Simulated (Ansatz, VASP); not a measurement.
# One calculation of HC32F, two programs

```
C F H
1.0
     9.86400    0.00000    0.00000
    -4.93200    8.54247    0.00000
     0.00000    0.00000   12.00000
C F H
32 1 1
Direct
  0.99895 0.99914 0.08054
  0.16558 0.08226 0.08058
  0.99893 0.24925 0.08047
  0.16557 0.33276 0.08046
  0.99907 0.49927 0.08053
  0.16572 0.58264 0.08048
  0.99907 0.74925 0.08058
  0.16572 0.83253 0.08056
  0.24908 0.99914 0.08055
  0.41576 0.08258 0.08051
  0.24908 0.24925 0.08074
  0.41608 0.33276 0.08046
  0.24910 0.49941 0.08042
  0.41577 0.58264 0.08041
  0.24908 0.74926 0.08053
  0.41574 0.83259 0.08055
  0.49909 0.99925 0.08056
  0.66575 0.08260 0.08055
  0.49921 0.24925 0.08048
  0.66581 0.33262 0.08049
  0.49921 0.49941 0.08042
  0.66581 0.58264 0.08049
  0.49909 0.74928 0.08052
  0.66575 0.83259 0.08055
  0.74906 0.99925 0.08056
  0.91571 0.08258 0.08050
  0.74908 0.24926 0.08050
  0.91570 0.33262 0.08049
  0.74909 0.49927 0.08053
  0.91574 0.58259 0.08057
  0.74908 0.74926 0.08053
  0.91570 0.83253 0.08056
  0.25521 0.26273 0.34082
  0.25332 0.25873 0.26252
```

Alike in both runs: functional PBE; dispersion D3(BJ); k mesh 2 × 2 × 1; occupations gaussian, width 0.05 eV; no spin polarisation.

Ansatz relaxed the structure, and its values are those at the end. VASP's run is a single point on that final structure, the one shown.

```csv
,VASP,Ansatz
version,VASP 6.6.1,Ansatz 0.2.0
potentials or method,"VASP PAW PBE potentials, release 64 (C, F, H), cutoff 520 eV","scalar-relativistic, plane waves, PAW"
valence electrons in the cell,136,136
```

|  | VASP | Ansatz | Ansatz less VASP |
| --- | --- | --- | --- |
| rms of the force components (eV/Å) | 0.040 | 0.002 | -0.0376 |
